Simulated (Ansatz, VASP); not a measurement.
## One calculation of Bi, two programs

File INCAR:

```
SYSTEM = Bi
PREC = Accurate
ENCUT = 520
EDIFF = 1E-6
ISMEAR = -1
SIGMA = 0.1
LREAL = .FALSE.
LASPH = .TRUE.
NELM = 100
ALGO = Normal
ISIF = 2
LWAVE = .FALSE.
LCHARG = .FALSE.
GGA = CA
NBANDS = 30
```

The input KPOINTS:

```
regular mesh
0
G
  8 8 11
  0 0 0
```

POSCAR

```
Bi
1.0
    5.5829864379      0.0000000000      0.0000000000
   -2.7914932190      4.8350080842      0.0000000000
    0.0000000000      0.0000000000      3.2973142070
Bi
3
Direct
    0.0000000000      1.0000000000      0.0000000000
    0.3333333333      0.6666666667      0.5000000000
    0.6666666667      0.3333333333      0.5000000000
```

Input for Ansatz:

```yaml
crystal:
  lattice:
    - [5.5829864379, 0.0, 0.0]
    - [-2.791493219, 4.8350080842, 0.0]
    - [0.0, 0.0, 3.297314207]
  atoms:
    - { symbol: Bi, position: [0.0, 1.0, 0.0] }
    - { symbol: Bi, position: [0.3333333333, 0.6666666667, 0.5] }
    - { symbol: Bi, position: [0.6666666667, 0.3333333333, 0.5] }
hamiltonian:
  xc: lda
  pseudopotentials:
    kind: paw
    azcp:
      Bi: "pseudopotentials/Bi.paw.azcp"
basis:
  ecutwfc: 420
  fft_grid_basis: typed
kpoints:
  mp_grid: { grid: [8, 8, 11], shift: [0, 0, 0] }
magnetization:
  spin_polarized: false
scf:
  occupations: { method: fermi_dirac, width: 0.1 }
  lower_state_search: "off"
output:
  stress: true
  write_density: true
  write_potential: true
  elf: true
  volumetric_format: npy
```

Alike in both runs: task single point; functional LDA; k mesh 8 × 8 × 11; occupations fermi-dirac, width 0.1 eV; no spin polarisation.

|  | VASP | Ansatz |
| --- | --- | --- |
| version | VASP 6.6.1 | Ansatz 0.2.0 |
| potentials or method | VASP PAW LDA potentials, release 64 (Bi_d), cutoff 520 eV | plane waves (420 eV) with PAW, scalar-relativistic |
| valence electrons in the cell | 45 | 45 |

VASP gave:

* pressure (GPa): 0.0
* traceless stress, the component that is largest in VASP (GPa): 0.44

Problem. Estimate Ansatz's values.

Solution. Pressure (GPa): -0.1; traceless stress, the component that is largest in VASP (GPa): 0.45.

Ansatz warns that its potentials were made for another functional, while VASP's fit it. LDA's correlation is that of Perdew and Zunger in VASP and of Perdew and Wang (1992) in Ansatz.

Neither program's run includes spin-orbit coupling.
